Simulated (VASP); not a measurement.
# AlN in VASP: further runs

AlN is run at these levels: HSE06; tasks: single point.

All numbers are computed with VASP 6.6.1; they aren't measurements. Logs are shortened: lines on timing, memory, paths and dates and some standing lists are left out, and cuts for length are marked.

### 1 The cell of the first run

It takes space group Immm (No. 71, orthorhombic). The conventional cell has a = 2.822 Å, b = 2.888 Å, c = 4.038 Å, α = 90.00°, β = 90.00°, γ = 90.00°. Al (site symmetry mmm) has 6 N at 2.02 Å within 2.7 Å. N (site symmetry mmm) has 6 Al at 2.02 Å within 2.7 Å.

### 2 Single point, HSE06 (shear xy strain -2.3%)

Contents of POSCAR:

```
AlN
1.0
   -0.0231160437      2.0188684454      2.0188684454
    2.0188684454     -0.0231160437      2.0188684454
    1.9957524017      1.9957524017      0.0000000000
Al N
1 1
Direct
    0.0000000000      0.0000000000      0.0000000000
    0.5000000000      0.5000000000      0.5000000000
```

Contents of INCAR.step1:

```
SYSTEM = AlN
  PREC = Accurate
  ENCUT = 520
  EDIFF = 1E-5
  ISMEAR = 0
  SIGMA = 0.01
  LREAL = .FALSE.
  LASPH = .TRUE.
  NELM = 80
  ALGO = Normal
  ISIF = 2
  LWAVE = .TRUE.
  GGA = PE
  NBANDS = 11
```

Contents of INCAR.step2:

```
SYSTEM = AlN
  PREC = Accurate
  ENCUT = 520
  EDIFF = 1E-6
  ISMEAR = 0
  SIGMA = 0.01
  LREAL = .FALSE.
  LASPH = .TRUE.
  NELM = 80
  ALGO = Normal
  ISIF = 2
  LWAVE = .FALSE.
  LCHARG = .TRUE.
  GGA = PE
  LHFCALC = .TRUE.
  HFSCREEN = 0.2079
  PRECFOCK = Normal
  LELF = .TRUE.
  LVHAR = .TRUE.
  ISTART = 1
  NBANDS = 11
```

Contents of KPOINTS:

```
regular mesh
0
G
  8 8 8
  0 0 0
```

Potentials or basis: VASP PAW PBE potentials, release 64 (Al, N).

Launch:

```sh
$ cat potpaw_PBE.64/Al/POTCAR potpaw_PBE.64/N/POTCAR > POTCAR
$ cp INCAR.step1 INCAR
$ mpirun -np 1 vasp_std > vasp.out
$ cp INCAR.step2 INCAR
$ mpirun -np 1 vasp_std > vasp.out
```

OUTCAR:

```text
SYSTEM = AlN
   PREC = Accurate
   ENCUT = 520
   EDIFF = 1E-6
   ISMEAR = 0
   LREAL = .FALSE.
   LASPH = .TRUE.
   NELM = 80
   ISIF = 2
   GGA = PE
   LHFCALC = .TRUE.
   HFSCREEN = 0.2079
   PRECFOCK = Normal
   ISTART = 1

 ion  position               nearest neighbor table
   1  0.000  0.000  0.000-   2 2.02   2 2.02   2 2.02   2 2.02   2 2.02   2 2.02
   2  0.500  0.500  0.500-   1 2.02   1 2.02   1 2.02   1 2.02   1 2.02   1 2.02

  LATTYP: Found a body centered orthorhombic cell.
 ALAT       =     2.8224201136
 B/A-ratio  =     1.0231652420
 C/A-ratio  =     1.4305938621

  Lattice vectors:

 A1 = (   0.0231160437,  -2.0188684454,  -2.0188684454)
 A2 = (  -0.0231160437,   2.0188684454,  -2.0188684454)
 A3 = (   2.0188684454,  -0.0231160437,   2.0188684454)

Analysis of symmetry for initial positions (statically):
=====================================================================
 Subroutine PRICEL returns:
 Original cell was already a primitive cell.

 Routine SETGRP: Setting up the symmetry group for a
 body centered orthorhombic supercell.

 Subroutine GETGRP returns: Found  8 space group operations
 (whereof  8 operations were pure point group operations)
 out of a pool of  8 trial point group operations.

The static configuration has the point symmetry D_2h.

Analysis of symmetry for dynamics (positions and initial velocities):
=====================================================================
 Subroutine PRICEL returns:
 Original cell was already a primitive cell.

 Routine SETGRP: Setting up the symmetry group for a
 body centered orthorhombic supercell.

 Subroutine GETGRP returns: Found  8 space group operations
 (whereof  8 operations were pure point group operations)
 out of a pool of  8 trial point group operations.

The dynamic configuration has the point symmetry D_2h.

 Subroutine INISYM returns: Found  8 space group operations
 (whereof  8 operations are pure point group operations),
 and found     1 'primitive' translations

----------------------------------------------------------------------------------------

                                     Primitive cell

  volume of cell :      16.4550

  direct lattice vectors                    reciprocal lattice vectors
    -0.023116044  2.018868445  2.018868445    -0.244859842  0.244859842  0.247663488
     2.018868445 -0.023116044  2.018868445     0.244859842 -0.244859842  0.247663488
     1.995752402  1.995752402  0.000000000     0.250532080  0.250532080 -0.247663488

  length of vectors
     2.855204713  2.855204713  2.822420114     0.425734527  0.425734527  0.432284454

  position of ions in fractional coordinates (direct lattice)
     0.000000000  0.000000000  0.000000000
     0.500000000  0.500000000  0.500000000

  ion indices of the primitive-cell ions
   primitive index   ion index
                 1           1
                 2           2

----------------------------------------------------------------------------------------

 KPOINTS: regular mesh

Automatic generation of k-mesh.
 Grid dimensions read from file:
 generate k-points for:    8    8    8

 Generating k-lattice:

  Cartesian coordinates                     Fractional coordinates (reciprocal lattice)
    -0.030607480  0.030607480  0.030957936     0.125000000  0.000000000  0.000000000
     0.030607480 -0.030607480  0.030957936     0.000000000  0.125000000  0.000000000
     0.031316510  0.031316510 -0.030957936     0.000000000  0.000000000  0.125000000

  Length of vectors
     0.053216816  0.053216816  0.054035557

  Shift w.r.t. Gamma in fractional coordinates (k-lattice)
     0.000000000  0.000000000  0.000000000

 Subroutine IBZKPT returns following result:
 ===========================================

 Found     95 irreducible k-points:

 Following reciprocal coordinates:
            Coordinates               Weight
  0.000000  0.000000  0.000000      1.000000
  0.125000  0.000000  0.000000      4.000000
  0.250000  0.000000  0.000000      4.000000
  0.375000  0.000000  0.000000      4.000000
  0.500000  0.000000  0.000000      2.000000
  0.125000  0.125000  0.000000      2.000000
[... 16 lines left out ...]
  0.125000  0.000000  0.125000      4.000000
  0.250000  0.000000  0.125000      8.000000
 [... further k-points ...]
   k-points           NKPTS =     95   k-points in BZ     NKDIM =    512   number of bands    NBANDS=     11
   number of dos      NEDOS =    301   number of ions     NIONS =      2
   total plane-waves  NPLWV =  13824
   dimension x,y,z NGX =    24 NGY =   24 NGZ =   24
   dimension x,y,z NGXF=    48 NGYF=   48 NGZF=   48
   ions per type =               1   1
   NGX,Y,Z   is equivalent  to a cutoff of  13.97, 13.97, 14.14 a.u.
   NGXF,Y,Z  is equivalent  to a cutoff of  27.95, 27.95, 28.27 a.u.
 SYSTEM =  AlN
   PREC   = accura    normal or accurate (medium, high low for compatibility)
   ISTART =      1    job   : 0-new  1-cont  2-samecut
   ICHARG =      0    charge: 1-file 2-atom 10-const
   ISPIN  =      1    spin polarized calculation?
   LNONCOLLINEAR =      F non collinear calculations
   LSORBIT =      F    spin-orbit coupling
   LASPH  =      T    aspherical Exc in radial PAW
   ENCUT  =  520.0 eV  38.22 Ry    6.18 a.u.   5.31  5.31  5.25*2*pi/ulx,y,z
   NELM   =     80;   NELMIN=  2; NELMDL=  0     # of ELM steps
   EDIFF  = 0.1E-05   stopping-criterion for ELM
   LREAL  =      F    real-space projection
   EDIFFG = 0.1E-04   stopping-criterion for IOM
   NSW    =      0    number of steps for IOM
   IBRION =     -1    ionic relax: 0-MD 1-quasi-New 2-CG
   NFREE  =      0    steps in history (QN), initial steepest desc. (CG)
   ISIF   =      2    stress and relaxation
   ISYM   =      3    0-nonsym 1-usesym 2-fastsym
   POTIM  = 0.5000    time-step for ionic-motion
   TEBEG  =    0.0;   TEEND  =   0.0 temperature during run
   PSTRESS=    0.0 pullay stress
   NELECT =       8.0000    total number of electrons
   NUPDOWN=      -1.0000    fix difference up-down
   EMIN   =  10.00;   EMAX   =-10.00  energy-range for DOS
   EFERMI =   0.00;   METHOD = LEGACY
   ISMEAR =     0;   SIGMA  =   0.01  broadening in eV -4-tet -1-fermi 0-gaus
   EFERMI_NEDOS =   21; number of points for ismear=-14 and -15
   IALGO  =     38    algorithm
   IMIX   =      1    mixing-type and parameters
     AMIX     =   0.40;   BMIX     =  1.00
     AMIX_MAG =   1.60;   BMIX_MAG =  1.00
  volume/ion in A,a.u.               =       8.23        55.52
  Fermi-wavevector in a.u.,A,eV,Ry     =   1.287278  2.432603 22.546017  1.657085
  Thomas-Fermi vector in A             =   2.419302
   LORBIT       =      0    0 simple, 1 ext, 2 COOP (PROOUT), +10 PAW based schemes
   GGA     = PE    functional components
   LHFCALC =     T    Hartree Fock is set to
   PRECFOCK=normal    Normal, Fast or Accurate (Low or Medium for compatibility)
   ENCUT4O =  -1.0   cutoff for four orbital integrals eV
   NKREDX  =     1    reduce k-point grid by
   NKREDY  =     1    reduce k-point grid by
   NKREDZ  =     1    reduce k-point grid by
   AEXX    =    0.2500 exact exchange contribution
   HFSCREEN=    0.2079 screening length (either q_TF or 0.3 A-1)
   HFSCREENC=   0.2079 screening length for correlation (either q_TF or 0.3 A-1)
   ENCUTFOCK=  -1.0 apply spherical cutoff to Coloumb kernel
   IVDW    =     0    specifies the selected vdW correction
   LEPSILON=     F    determine dielectric tensor
   LRPA    =     F    only Hartree local field effects (RPA)
 non-spin polarized calculation
 Gauss-broadening in eV      SIGMA  =   0.01
  energy-cutoff  :      520.00
  volume of cell :       16.45
 maximum number of plane-waves:       457
 NGX is ok and might be reduce to    24
  NGX = 16; NGY = 16; NGZ = 16

 number of electron       7.9999999 magnetization

 Free energy of the ion-electron system (eV)
  ---------------------------------------------------
  ext. energy  EPLUGINS =         0.00000000
  ---------------------------------------------------
  free energy    TOTEN  =       -17.12491335 eV

  energy without entropy =      -17.12491335  energy(sigma->0) =      -17.12491335

 E-fermi :   9.5070     XC(G=0): -10.0721

 val. band max:        9.3221697805   @ k =   0.0000   0.0000   0.0000
 cond. band min:      14.9786821995   @ k =   0.5000   0.5000   0.0000
 fundamental gap:      5.6565124190
 Fermi energy:         9.5069608485

 k-point     1 :       0.0000    0.0000    0.0000
  band No.  band energies     occupation
      1     -10.1014      2.00000
      2       9.0023      2.00000
      3       9.1567      2.00000
      4       9.3222      2.00000
      5      16.4011      0.00000
      6      22.6165      0.00000
      7      23.0016      0.00000
      8      23.3511      0.00000
      9      28.1456      0.00000
     10      28.9037      0.00000
     11      28.9132      0.00000

 k-point     2 :       0.1250    0.0000    0.0000
  band No.  band energies     occupation
      1      -9.7629      2.00000
      2       7.4354      2.00000
      3       8.9179      2.00000
      4       9.1227      2.00000
      5      17.3440      0.00000
      6      21.6416      0.00000
      7      23.3626      0.00000
      8      23.7741      0.00000
      9      26.8794      0.00000
     10      27.0910      0.00000
     11      29.4758      0.00000

 k-point     3 :       0.2500    0.0000    0.0000
  band No.  band energies     occupation
      1      -8.8011      2.00000
      2       4.3279      2.00000
      3       8.5032      2.00000
      4       8.6863      2.00000
      5      17.6962      0.00000
      6      22.0215      0.00000
      7      23.2451      0.00000
      8      23.4494      0.00000
      9      27.0251      0.00000
     10      27.5439      0.00000
     11      28.4818      0.00000
[... 267 lines left out ...]
 k-point    23 :       0.1250    0.0000    0.1250
  band No.  band energies     occupation
      1      -9.6437      2.00000
      2       7.6931      2.00000
      3       8.5579      2.00000
      4       8.5835      2.00000
      5      17.7434      0.00000
      6      20.7314      0.00000
      7      24.0004      0.00000
      8      24.0074      0.00000
      9      24.5950      0.00000
     10      29.4315      0.00000
     11      30.9339      0.00000

 k-point    24 :       0.2500    0.0000    0.1250
  band No.  band energies     occupation
      1      -8.8948      2.00000
      2       5.3292      2.00000
      3       8.0147      2.00000
      4       8.2072      2.00000
      5      18.5799      0.00000
      6      20.2484      0.00000
      7      22.5222      0.00000
      8      24.5390      0.00000
      9      25.6302      0.00000
     10      29.1687      0.00000
     11      30.9344      0.00000

 [... further k-points ...]

------------------------ aborting loop because EDIFF is reached ----------------------------------------

  FORCE on cell =-STRESS in cart. coord.  units (eV):
  Direction    XX          YY          ZZ          XY          YZ          ZX
  --------------------------------------------------------------------------------------
  -------------------------------------------------------------------------------------
  Total       -0.1347335     -0.1347335     -0.1587109      0.7811427      0.0000000      0.0000000
  in kB      -13.1186484    -13.1186484    -15.4532616     76.0578123      0.0000000      0.0000000
  external PRESSURE =     -13.8968528 kB  Pullay stress =       0.0000000 kB

 VOLUME and BASIS-vectors are now :
 -----------------------------------------------------------------------------
  energy-cutoff  :      520.00
  volume of cell :       16.45
      direct lattice vectors                 reciprocal lattice vectors
    -0.023116044  2.018868445  2.018868445    -0.244859842  0.244859842  0.247663488
     2.018868445 -0.023116044  2.018868445     0.244859842 -0.244859842  0.247663488
     1.995752402  1.995752402  0.000000000     0.250532080  0.250532080 -0.247663488

 POSITION                                       TOTAL-FORCE (eV/Angst)
 -----------------------------------------------------------------------------------
      0.00000      0.00000      0.00000         0.000000      0.000000      0.000000
      1.99575      1.99575      2.01887        -0.000000     -0.000000      0.000000
 -----------------------------------------------------------------------------------
    total drift:                                0.000000     -0.000000     -0.000000

  FREE ENERGIE OF THE ION-ELECTRON SYSTEM (eV)
  ---------------------------------------------------
  free  energy   TOTEN  =       -17.1249133471 eV

  energy  without entropy=      -17.1249133471  energy(sigma->0) =      -17.12491335
```

Run time: 39 min. Hardware: 1 thread of Intel Xeon Platinum 8259CL at 2.50GHz (Skylake/Cascade Lake), shared host; peak memory 0.26 GiB.

What came out:

```yaml
Free_energy: -17.1249 eV
Pressure: -1.4 GPa
Band_gap_on_the_k_mesh: 5.66 eV (least direct gap 7.08 eV)
```

Levels at points of the mesh, in eV from the valence-band top:
```tsv
k point	band 1	band 2	band 3	band 4	band 5	band 6	band 7	band 8	band 9
(0.00, 0.00, 0.00)	-19.42	-0.32	-0.17	0.00	7.08	13.29	13.68	14.03	18.82
(0.50, 0.00, 0.00)	-15.99	-9.28	-1.32	-1.17	7.55	12.55	12.76	15.30	18.03
(0.50, 0.50, 0.00)	-14.87	-8.21	-3.47	-2.98	5.66	6.65	16.13	19.29	19.50
(0.00, 0.00, 0.50)	-15.87	-9.11	-1.48	-1.34	7.23	12.18	12.40	15.53	17.76
(0.50, 0.00, 0.50)	-14.87	-8.21	-3.23	-3.22	5.85	6.45	16.09	19.39	19.41
```

Caveat: the cell differs from its parent crystal (shear xy strain -2.3%); the structure was generated, so it needn't be the stable form of AlN; the PAW data sets were made with another functional, which shifts forces and pressure a little. A k mesh can miss the band edges.

### 3 Single point, HSE06 (uniaxial x strain +2.5%)

Contents of POSCAR:

```
AlN
1.0
    0.0000000000      2.0188684454      2.0188684454
    2.0701477039      0.0000000000      2.0188684454
    2.0701477039      2.0188684454      0.0000000000
Al N
1 1
Direct
    0.0000000000      0.0000000000      0.0000000000
    0.5000000000      0.5000000000      0.5000000000
```

Contents of INCAR.step1:

```
PREC = Accurate
ENCUT = 520
EDIFF = 1E-5
ISMEAR = 0
SIGMA = 0.01
LREAL = False
LASPH = True
NELM = 80
ALGO = Normal
ISIF = 2
LWAVE = True
NBANDS = 11
GGA = PE
```

Contents of INCAR.step2:

```
PREC = Accurate
ENCUT = 520
EDIFF = 1E-7
ISMEAR = 0
SIGMA = 0.01
LREAL = False
LASPH = True
NELM = 80
ALGO = Normal
ISIF = 2
LWAVE = False
LCHARG = True
GGA = PE
LHFCALC = True
HFSCREEN = 0.2079
PRECFOCK = Normal
LELF = True
LVHAR = True
NBANDS = 11
ISTART = 1
```

Contents of KPOINTS:

```
Automatic mesh
0
Gamma
  8 8 8
```

Potentials or basis: VASP PAW PBE potentials, release 64 (Al, N).

Launch:

```sh
$ cat potpaw_PBE.64/Al/POTCAR potpaw_PBE.64/N/POTCAR > POTCAR
$ cp INCAR.step1 INCAR
$ mpirun -np 1 vasp_std > vasp.out
$ cp INCAR.step2 INCAR
$ mpirun -np 1 vasp_std > vasp.out
```

Run time: 42 min. Hardware: 1 thread of Intel Xeon Platinum 8259CL at 2.50GHz (Skylake/Cascade Lake), shared host; peak memory 0.25 GiB.

The run converged. Its results:

```
Free energy            : -17.1165 eV
Pressure               : -7.7 GPa
Band gap on the k mesh : 5.54 eV (least direct gap 6.72 eV)
```

Stress tensor (GPa, compression positive):
```
-11.57   0.00   0.00
  0.00  -5.78   0.00
  0.00   0.00  -5.78
```

Levels at points of the mesh, in eV from the valence-band top:
```tsv
k point	band 1	band 2	band 3	band 4	band 5	band 6	band 7	band 8
(0.00, 0.00, 0.00)	-19.16	-0.21	-0.21	0.00	6.72	13.36	13.71	13.71
(0.50, 0.00, 0.00)	-15.78	-9.00	-1.31	-1.21	7.23	12.02	12.56	15.03
(0.50, 0.50, 0.00)	-14.69	-7.97	-3.38	-3.01	5.54	6.42	15.93	18.47
(0.00, 0.50, 0.50)	-14.91	-8.08	-3.01	-3.01	5.79	6.67	15.61	19.17
```

Caveat: the cell differs from its parent crystal (uniaxial x strain +2.5%); the stress differs along the axes, from -12 to -6 GPa; the structure was generated, so it needn't be the stable form of AlN; the PAW data sets were made with another functional, which shifts forces and pressure a little.
